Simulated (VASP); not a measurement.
Here is a VASP 6.6.1 calculation.

Contents of INCAR:

```
  PREC = Accurate
  ENCUT = 520
  EDIFF = 1E-7
  ISMEAR = 0
  SIGMA = 0.1
  LREAL = False
  LASPH = True
  NELM = 60
  ALGO = Normal
  ISIF = 2
  LWAVE = False
  LCHARG = False
  LDIPOL = True
  IDIPOL = 3
  DIPOL = 0.5 0.5 0.500
  GGA = PE
  NBANDS = 38
```

Contents of KPOINTS:

```
regular mesh
0
Gamma
  12 12 1
```

File POSCAR:

```
W3C4
1.0
    2.9217712068      0.0000000000      0.0000000000
   -1.4608856034      2.5303280892      0.0000000000
    0.0000000000      0.0000000000     23.5412308977
C W
4 3
Direct
    0.6666666667      0.3333333333      0.3185899681
    0.6666666667      0.3333333333      0.4395299894
    0.6666666667      0.3333333333      0.5604700106
    0.6666666667      0.3333333333      0.6814100319
    0.0000000000      0.0000000000      0.3790599787
    0.0000000000      0.0000000000      0.5000000000
    0.0000000000      0.0000000000      0.6209400213
```

Potentials or basis: VASP PAW PBE potentials, release 64 (C, W_sv).

Command:

```bash
$ cat potpaw_PBE.64/C/POTCAR potpaw_PBE.64/W_sv/POTCAR > POTCAR
$ mpirun -np 1 vasp_std > vasp.out
```

Task: Predict the band gap on the k mesh.

Result: Zero (band 29 reaches 0.85 eV, above the bottom of band 30 at 0.01 eV).

Task: Predict the largest force.

Result: 5.486 eV/Å.

Forces in eV/Å, atoms in the order of the input:
```
C    0.000  0.000  4.470
C    0.000  0.000  0.761
C    0.000  0.000 -0.761
C    0.000  0.000 -4.470
W    0.000  0.000 -5.486
W    0.000  0.000  0.000
W    0.000  0.000  5.486
```

Caveat: spin-orbit coupling is left out, which moves the levels of the heavy elements.
